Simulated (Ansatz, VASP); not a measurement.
## Two plane-wave programs on YAl3N4

```
Y Al N
1.0
     5.00857   -2.87750    0.00651
    -3.41017   -0.11162   -4.64634
     3.52613    6.07935    0.04828
Y Al N
2 6 8
Direct
  0.31942 0.00891 0.98819
  0.93058 0.49109 0.13681
  0.83104 0.98248 0.25493
  0.35485 0.07456 0.51489
  0.82331 0.95653 0.73118
  0.42669 0.54347 0.39382
  0.89515 0.42544 0.61011
  0.41896 0.51752 0.87007
  0.55162 0.53204 0.13998
  0.06276 0.41948 0.39126
  0.60962 0.51331 0.61294
  0.09308 0.52575 0.85515
  0.69838 0.96796 0.98502
  0.15692 0.97425 0.26985
  0.64038 0.98669 0.51206
  0.18724 0.08052 0.73374
```

Alike in both runs: functional PBEsol; k mesh 6 × 6 × 4; occupations gaussian, width 0.02 eV; no spin polarisation.

Ansatz relaxed the structure, and its values are those at the end. VASP's run is a single point on that final structure, the one shown.

```csv
,VASP,Ansatz
version,VASP 6.6.1,Ansatz 0.2.0
potentials or method,"VASP PAW PBE potentials, release 64 (Y_sv, Al, N), cutoff 520 eV","scalar-relativistic, plane waves, PAW"
valence electrons in the cell,80,80
```

|  | VASP | Ansatz | Ansatz less VASP |
| --- | --- | --- | --- |
| gap on the k mesh at the Fermi level (eV) | 2.37 | 2.37 | -0.003 |
| least direct gap on the mesh (eV) | 2.37 | 2.37 | -0.003 |
| pressure (GPa) | -0.1 | 0.0 | +0.09 |
| rms of the force components (eV/Å) | 0.007 | 0.000 | -0.0066 |

VASP's potentials were made for PBE, not for PBEsol.
